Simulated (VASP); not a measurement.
A run of VASP 6.6.1 is set up as follows.

The input INCAR:

```
SYSTEM = Ga
ALGO     = Normal         ! electronic algorithm
EDIFF    = 1E-6           ! SCF threshold, eV
ENCUT    = 520            ! plane-wave cutoff, eV
GGA      = PE             ! functional
ISIF     = 2              ! what is computed and relaxed
ISMEAR   = -1             ! smearing method
LASPH    = .True.         ! aspherical terms in the spheres
LCHARG   = .True.         ! write CHGCAR
LELF     = .True.         ! ELF
LREAL    = .False.        ! projectors in reciprocal space
LVHAR    = .True.       
LWAVE    = .False.        ! write WAVECAR
NBANDS   = 20             ! bands
NELM     = 60             ! most SCF steps
PREC     = Accurate       ! precision mode
SIGMA    = 0.1            ! smearing width, eV
```

KPOINTS

```
k-points
0
Gamma
  14 14 8
  0 0 0
```

Contents of POSCAR:

```
Ga
1.0
    2.3582165659      0.0000000000      0.0000000000
   -1.1791082830      2.0422754537      0.0000000000
    0.0000000000      0.0000000000      3.9680879055
Ga
2
Direct
    0.3333333333      0.6666666667      0.2500000000
    0.6666666667      0.3333333333      0.7500000000
```

Potentials or basis: VASP PAW PBE potentials, release 64 (Ga_d).

Command:

```bash
$ cat potpaw_PBE.64/Ga_d/POTCAR > POTCAR
$ mpirun -np 1 vasp_std > vasp.out
```

Q: What does it give for the pressure?

A: 177.7 GPa.

Q: Estimate the band gap on the k mesh.

A: Zero (band 13 reaches 21.23 eV, above the bottom of band 14 at 10.83 eV).
